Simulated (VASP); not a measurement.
# SiO2 (Pbcn) in VASP: single point with LDA

Aim: the single point of SiO2 with LDA.

Everything below comes from runs of VASP 6.6.1. Logs are shortened: lines on timing, memory, paths and dates and some standing lists are left out, and cuts for length are marked.

## (1) The cell of the first run

The structure is orthorhombic, space group Pbcn (No. 60). Conventional cell: a = 4.047 Å, b = 4.999 Å, c = 4.462 Å, α = 90.00°, β = 90.00°, γ = 90.00°. Within 2.3 Å of Si (site symmetry 2) lie 6 O at 1.75 to 1.81 Å. O (site symmetry 1) has 3 Si at 1.75 to 1.81 Å within 2.3 Å.

## (2) Single point, LDA

Contents of INCAR:

```
SYSTEM = SiO2
PREC = Accurate
ENCUT = 520
EDIFF = 1E-6
ISMEAR = 0
SIGMA = 0.02
LREAL = .FALSE.
LASPH = .TRUE.
NELM = 80
ALGO = Normal
ISIF = 2
LWAVE = .FALSE.
LCHARG = .FALSE.
NBANDS = 44
```

Contents of KPOINTS:

```
Automatic mesh
0
G
  6 6 6
  0 0 0
```

Contents of POSCAR:

```
SiO2
1.0
    4.0465328267      0.0000000000      0.0000000000
    0.0000000000      4.9993496068      0.0000000000
    0.0000000000      0.0000000000      4.4623681288
Si O
4 8
Direct
    0.5000000000      0.3477316206      0.7500000000
    0.0000000000      0.1522683794      0.2500000000
    0.5000000000      0.6522683794      0.2500000000
    0.0000000000      0.8477316206      0.7500000000
    0.2682167157      0.6171581592      0.5804177718
    0.7682167157      0.8828418408      0.4195822282
    0.2317832843      0.8828418408      0.0804177718
    0.7317832843      0.6171581592      0.9195822282
    0.2682167157      0.3828418408      0.0804177718
    0.7682167157      0.1171581592      0.9195822282
    0.2317832843      0.1171581592      0.5804177718
    0.7317832843      0.3828418408      0.4195822282
```

Potentials or basis: VASP PAW LDA potentials, release 64 (Si, O).

Run with:

```sh
$ cat potpaw_LDA.64/Si/POTCAR potpaw_LDA.64/O/POTCAR > POTCAR
$ mpirun -np 1 vasp_std > vasp.out
```

OUTCAR:

```text
SYSTEM = SiO2
   PREC = Accurate
   ENCUT = 520
   EDIFF = 1E-6
   ISMEAR = 0
   LREAL = .FALSE.
   LASPH = .TRUE.
   NELM = 80
   ISIF = 2

 ion  position               nearest neighbor table
   1  0.500  0.348  0.750-  10 1.75  11 1.75   9 1.76  12 1.76   5 1.81   8 1.81   3 2.70   3 2.70

   2  0.000  0.152  0.250-   9 1.75  12 1.75  11 1.76  10 1.76   6 1.81   7 1.81   4 2.70   4 2.70

   3  0.500  0.652  0.250-   6 1.75   7 1.75   5 1.76   8 1.76   9 1.81  12 1.81   1 2.70   1 2.70

   4  0.000  0.848  0.750-   5 1.75   8 1.75   7 1.76   6 1.76  10 1.81  11 1.81   2 2.70   2 2.70

   5  0.268  0.617  0.580-   4 1.75   3 1.76   1 1.81
   6  0.768  0.883  0.420-   3 1.75   4 1.76   2 1.81
   7  0.232  0.883  0.080-   3 1.75   4 1.76   2 1.81
   8  0.732  0.617  0.920-   4 1.75   3 1.76   1 1.81
   9  0.268  0.383  0.080-   2 1.75   1 1.76   3 1.81
  10  0.768  0.117  0.920-   1 1.75   2 1.76   4 1.81
  11  0.232  0.117  0.580-   1 1.75   2 1.76   4 1.81
  12  0.732  0.383  0.420-   2 1.75   1 1.76   3 1.81

  LATTYP: Found a simple orthorhombic cell.
 ALAT       =     4.0465328267
 B/A-ratio  =     1.1027633581
 C/A-ratio  =     1.2354649822

  Lattice vectors:

 A1 = (  -4.0465328267,   0.0000000000,   0.0000000000)
 A2 = (   0.0000000000,   0.0000000000,   4.4623681288)
 A3 = (   0.0000000000,   4.9993496068,   0.0000000000)

Analysis of symmetry for initial positions (statically):
=====================================================================
 Subroutine PRICEL returns:
 Original cell was already a primitive cell.

 Routine SETGRP: Setting up the symmetry group for a
 simple orthorhombic supercell.

 Subroutine GETGRP returns: Found  8 space group operations
 (whereof  2 operations were pure point group operations)
 out of a pool of  8 trial point group operations.

The static configuration has the point symmetry S_2 .
 The point group associated with its full space group is D_2h.

Analysis of symmetry for dynamics (positions and initial velocities):
=====================================================================
 Subroutine PRICEL returns:
 Original cell was already a primitive cell.

 Routine SETGRP: Setting up the symmetry group for a
 simple orthorhombic supercell.

 Subroutine GETGRP returns: Found  8 space group operations
 (whereof  2 operations were pure point group operations)
 out of a pool of  8 trial point group operations.

The dynamic configuration has the point symmetry S_2 .
 The point group associated with its full space group is D_2h.

 Subroutine INISYM returns: Found  8 space group operations
 (whereof  2 operations are pure point group operations),
 and found     1 'primitive' translations

----------------------------------------------------------------------------------------

                                     Primitive cell

  volume of cell :      90.2739

  direct lattice vectors                    reciprocal lattice vectors
     4.046532827  0.000000000  0.000000000     0.247125142  0.000000000  0.000000000
     0.000000000  4.999349607  0.000000000     0.000000000  0.200026019  0.000000000
     0.000000000  0.000000000  4.462368129     0.000000000  0.000000000  0.224096258

  length of vectors
     4.046532827  4.999349607  4.462368129     0.247125142  0.200026019  0.224096258

  position of ions in fractional coordinates (direct lattice)
     0.500000000  0.347731621  0.750000000
     0.000000000  0.152268379  0.250000000
     0.500000000  0.652268379  0.250000000
     0.000000000  0.847731621  0.750000000
     0.268216716  0.617158159  0.580417772
     0.768216716  0.882841841  0.419582228
     0.231783284  0.882841841  0.080417772
     0.731783284  0.617158159  0.919582228
     0.268216716  0.382841841  0.080417772
     0.768216716  0.117158159  0.919582228
     0.231783284  0.117158159  0.580417772
     0.731783284  0.382841841  0.419582228

  ion indices of the primitive-cell ions
   primitive index   ion index
                 1           1
                 2           2
                 3           3
                 4           4
                 5           5
                 6           6
                 7           7
                 8           8
                 9           9
                10          10
                11          11
                12          12

----------------------------------------------------------------------------------------

 KPOINTS: Automatic mesh

Automatic generation of k-mesh.
 Grid dimensions read from file:
 generate k-points for:    6    6    6

 Generating k-lattice:

  Cartesian coordinates                     Fractional coordinates (reciprocal lattice)
     0.041187524  0.000000000  0.000000000     0.166666667  0.000000000  0.000000000
     0.000000000  0.033337670  0.000000000     0.000000000  0.166666667  0.000000000
     0.000000000  0.000000000  0.037349376     0.000000000  0.000000000  0.166666667

  Length of vectors
     0.041187524  0.033337670  0.037349376

  Shift w.r.t. Gamma in fractional coordinates (k-lattice)
     0.000000000  0.000000000  0.000000000

 Subroutine IBZKPT returns following result:
 ===========================================

 Found     64 irreducible k-points:

 Following reciprocal coordinates:
            Coordinates               Weight
  0.000000  0.000000  0.000000      1.000000
  0.166667  0.000000  0.000000      2.000000
  0.333333  0.000000  0.000000      2.000000
  0.500000  0.000000  0.000000      1.000000
  0.000000  0.166667  0.000000      2.000000
  0.166667  0.166667  0.000000      4.000000
[... 16 lines left out ...]
  0.333333  0.166667  0.166667      8.000000
  0.500000  0.166667  0.166667      4.000000
 [... further k-points ...]
   k-points           NKPTS =     64   k-points in BZ     NKDIM =     64   number of bands    NBANDS=     44
   number of dos      NEDOS =    301   number of ions     NIONS =     12
   total plane-waves  NPLWV =  43200
   dimension x,y,z NGX =    30 NGY =   40 NGZ =   36
   dimension x,y,z NGXF=    60 NGYF=   80 NGZF=   72
   ions per type =               4   8
   NGX,Y,Z   is equivalent  to a cutoff of  12.33, 13.30, 13.41 a.u.
   NGXF,Y,Z  is equivalent  to a cutoff of  24.65, 26.60, 26.82 a.u.
 SYSTEM =  SiO2
   PREC   = accura    normal or accurate (medium, high low for compatibility)
   ISTART =      0    job   : 0-new  1-cont  2-samecut
   ICHARG =      2    charge: 1-file 2-atom 10-const
   ISPIN  =      1    spin polarized calculation?
   LNONCOLLINEAR =      F non collinear calculations
   LSORBIT =      F    spin-orbit coupling
   LASPH  =      T    aspherical Exc in radial PAW
   ENCUT  =  520.0 eV  38.22 Ry    6.18 a.u.   7.52  9.30  8.30*2*pi/ulx,y,z
   NELM   =     80;   NELMIN=  2; NELMDL= -5     # of ELM steps
   EDIFF  = 0.1E-05   stopping-criterion for ELM
   LREAL  =      F    real-space projection
   EDIFFG = 0.1E-04   stopping-criterion for IOM
   NSW    =      0    number of steps for IOM
   IBRION =     -1    ionic relax: 0-MD 1-quasi-New 2-CG
   NFREE  =      0    steps in history (QN), initial steepest desc. (CG)
   ISIF   =      2    stress and relaxation
   ISYM   =      2    0-nonsym 1-usesym 2-fastsym
   POTIM  = 0.5000    time-step for ionic-motion
   TEBEG  =    0.0;   TEEND  =   0.0 temperature during run
   PSTRESS=    0.0 pullay stress
   NELECT =      64.0000    total number of electrons
   NUPDOWN=      -1.0000    fix difference up-down
   EMIN   =  10.00;   EMAX   =-10.00  energy-range for DOS
   EFERMI =   0.00;   METHOD = LEGACY
   ISMEAR =     0;   SIGMA  =   0.02  broadening in eV -4-tet -1-fermi 0-gaus
   EFERMI_NEDOS =   21; number of points for ismear=-14 and -15
   IALGO  =     38    algorithm
   IMIX   =      4    mixing-type and parameters
     AMIX     =   0.40;   BMIX     =  1.00
     AMIX_MAG =   1.60;   BMIX_MAG =  1.00
  volume/ion in A,a.u.               =       7.52        50.77
  Fermi-wavevector in a.u.,A,eV,Ry     =   1.459758  2.758542 28.992561  2.130893
  Thomas-Fermi vector in A             =   2.576287
   LORBIT       =      0    0 simple, 1 ext, 2 COOP (PROOUT), +10 PAW based schemes
   GGA     = CA    functional components
   LHFCALC =     F    Hartree Fock is set to
   AEXX    =    0.0000 exact exchange contribution
   IVDW    =     0    specifies the selected vdW correction
   LEPSILON=     F    determine dielectric tensor
   LRPA    =     F    only Hartree local field effects (RPA)
 non-spin polarized calculation
 Gauss-broadening in eV      SIGMA  =   0.02
  energy-cutoff  :      520.00
  volume of cell :       90.27
 maximum number of plane-waves:      2466
   NGX = 15   NGY = 19   NGZ = 17

 number of electron      63.9999979 magnetization

 Free energy of the ion-electron system (eV)
  ---------------------------------------------------
  ext. energy  EPLUGINS =         0.00000000
  ---------------------------------------------------
  free energy    TOTEN  =      -103.34082826 eV

  energy without entropy =     -103.34082826  energy(sigma->0) =     -103.34082826

 E-fermi :   8.2431     XC(G=0): -12.9298

 val. band max:        8.1347769990   @ k =   0.0000   0.0000   0.0000
 cond. band min:      14.2366636459   @ k =   0.0000   0.0000   0.0000
 fundamental gap:      6.1018866469
 Fermi energy:         8.2430934991

 k-point     1 :       0.0000    0.0000    0.0000
  band No.  band energies     occupation
      1     -14.0078      2.00000
      2     -11.0775      2.00000
      3     -10.8006      2.00000
      4     -10.4978      2.00000
      5     -10.1756      2.00000
      6      -9.4554      2.00000
[... 36 lines left out ...]
     43      20.4563      0.00000
     44      20.8267      0.00000
[... 1040 lines left out ...]
      4     -10.4631      2.00000
      5     -10.1993      2.00000
      6     -10.1993      2.00000
[... 36 lines left out ...]
     43      20.6251      0.00000
     44      20.6254      0.00000

 [... further k-points ...]

------------------------ aborting loop because EDIFF is reached ----------------------------------------

  FORCE on cell =-STRESS in cart. coord.  units (eV):
  Direction    XX          YY          ZZ          XY          YZ          ZX
  --------------------------------------------------------------------------------------
  -------------------------------------------------------------------------------------
  Total        0.5135196      0.5564413      0.7789024      0.0000000      0.0000000      0.0000000
  in kB        9.1139284      9.8757023     13.8239335      0.0000000      0.0000000      0.0000000
  external PRESSURE =      10.9378547 kB  Pullay stress =       0.0000000 kB

 VOLUME and BASIS-vectors are now :
 -----------------------------------------------------------------------------
  energy-cutoff  :      520.00
  volume of cell :       90.27
      direct lattice vectors                 reciprocal lattice vectors
     4.046532827  0.000000000  0.000000000     0.247125142  0.000000000  0.000000000
     0.000000000  4.999349607  0.000000000     0.000000000  0.200026019  0.000000000
     0.000000000  0.000000000  4.462368129     0.000000000  0.000000000  0.224096258

 POSITION                                       TOTAL-FORCE (eV/Angst)
 -----------------------------------------------------------------------------------
      2.02327      1.73843      3.34678        -0.000000     -0.034520      0.000000
      0.00000      0.76124      1.11559        -0.000000      0.034520     -0.000000
      2.02327      3.26092      1.11559        -0.000000      0.034520      0.000000
      0.00000      4.23811      3.34678        -0.000000     -0.034520      0.000000
      1.08535      3.08539      2.59004        -0.011427      0.001153      0.010920
      3.10861      4.41364      1.87233        -0.011427     -0.001153     -0.010920
      0.93792      4.41364      0.35885         0.011427     -0.001153      0.010920
      2.96119      3.08539      4.10351         0.011427      0.001153     -0.010920
      1.08535      1.91396      0.35885        -0.011427     -0.001153      0.010920
      3.10861      0.58571      4.10351        -0.011427      0.001153     -0.010920
      0.93792      0.58571      2.59004         0.011427      0.001153      0.010920
      2.96119      1.91396      1.87233         0.011427     -0.001153     -0.010920
 -----------------------------------------------------------------------------------
    total drift:                                0.000000     -0.000000      0.000000

  FREE ENERGIE OF THE ION-ELECTRON SYSTEM (eV)
  ---------------------------------------------------
  free  energy   TOTEN  =      -103.3408282643 eV

  energy  without entropy=     -103.3408282643  energy(sigma->0) =     -103.34082826
```

Run time: 5.4 min. Hardware: 1 thread of Intel Xeon 6975P-C, shared host; peak memory 0.29 GiB.

What came out:

* Free energy: -103.3408 eV
* Pressure: 1.1 GPa
* Largest force: 0.035 eV/Å
* Band gap on the k mesh: 6.10 eV, direct

Forces on the atoms (eV/Å):
```
Si   0.000 -0.035  0.000
Si   0.000  0.035  0.000
Si   0.000  0.035  0.000
Si   0.000 -0.035  0.000
O   -0.011  0.001  0.011
O   -0.011 -0.001 -0.011
O    0.011 -0.001  0.011
O    0.011  0.001 -0.011
O   -0.011 -0.001  0.011
O   -0.011  0.001 -0.011
O    0.011  0.001  0.011
O    0.011 -0.001 -0.011
```

Levels at points of the mesh, in eV from the valence-band top:
```
           k point  band 28  band 29  band 30  band 31  band 32  band 33  band 34  band 35  band 36  band 37
(0.00, 0.00, 0.00)    -1.54    -0.83    -0.42    -0.37     0.00     6.10     7.67     8.87     9.07    10.16
(0.50, 0.00, 0.00)    -1.74    -0.56    -0.56    -0.38    -0.38     7.95     7.95     8.48     8.48    10.54
(0.00, 0.50, 0.00)    -2.16    -1.81    -1.81    -0.25    -0.25     7.80     7.80     9.92     9.92    11.08
(0.50, 0.50, 0.00)    -1.85    -1.27    -1.27    -0.49    -0.49     8.38     8.38     9.48     9.48    10.79
(0.00, 0.00, 0.50)    -1.39    -0.80    -0.80    -0.50    -0.50     7.82     7.82     8.41     8.41     9.42
(0.50, 0.00, 0.50)    -1.99    -0.81    -0.81    -0.81    -0.81     7.82     7.82     7.82     7.82    10.70
(0.00, 0.50, 0.50)    -2.78    -0.82    -0.82    -0.82    -0.82     9.06     9.06     9.06     9.06    10.59
(0.50, 0.50, 0.50)    -2.55    -1.05    -1.05    -1.05    -1.05     8.43     8.43     8.43     8.43    11.18
```
